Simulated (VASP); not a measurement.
Write the native input for VASP 6.6.1 that does the following.

```
Task                   : single point
Functional             : PBE
Potentials or basis    : VASP PAW PBE potentials, release 64 (Ga_d, P)
Cutoff                 : 520 eV
k mesh                 : 8 × 8 × 8
Occupations            : fermi-dirac, width 0.02 eV
Spin                   : no spin polarisation
Dipole correction      : no
Further INCAR settings : ALGO = Normal; EDIFF = 1e-07; NBANDS = 16
```

The structure of GaP lies in POSCAR:

```
GaP
1.0
    0.0000000000      2.7799072732      2.7799072732
    2.7799072732      0.0000000000      2.7799072732
    2.7799072732      2.7799072732      0.0000000000
Ga P
1 1
Direct
    0.0000000000      0.0000000000      0.0000000000
    0.2500000000      0.2500000000      0.2500000000
```

This cell differs from its parent crystal: strain +2.0%.

The input as run:

INCAR

```
SYSTEM = GaP
PREC = Accurate
ENCUT = 520
EDIFF = 1E-7
ISMEAR = -1
SIGMA = 0.02
LREAL = .FALSE.
LASPH = .TRUE.
NELM = 60
ALGO = Normal
ISIF = 2
LWAVE = .FALSE.
LCHARG = .FALSE.
GGA = PE
NBANDS = 16
```

KPOINTS

```
Automatic mesh
0
G
  8 8 8
  0 0 0
```

Potentials or basis: VASP PAW PBE potentials, release 64 (Ga_d, P).

Launch:

```bash
$ cat potpaw_PBE.64/Ga_d/POTCAR potpaw_PBE.64/P/POTCAR > POTCAR
$ mpirun -np 1 vasp_std > vasp.out
```

It gave:

* Pressure: -2.1 GPa
* Band gap on the k mesh: 1.34 eV, direct

Caveat: the cell differs from its parent crystal (strain +2.0%).

Wall time 48 s on 1 thread of AMD EPYC 7R13 (shared host), peak memory 0.14 GiB.
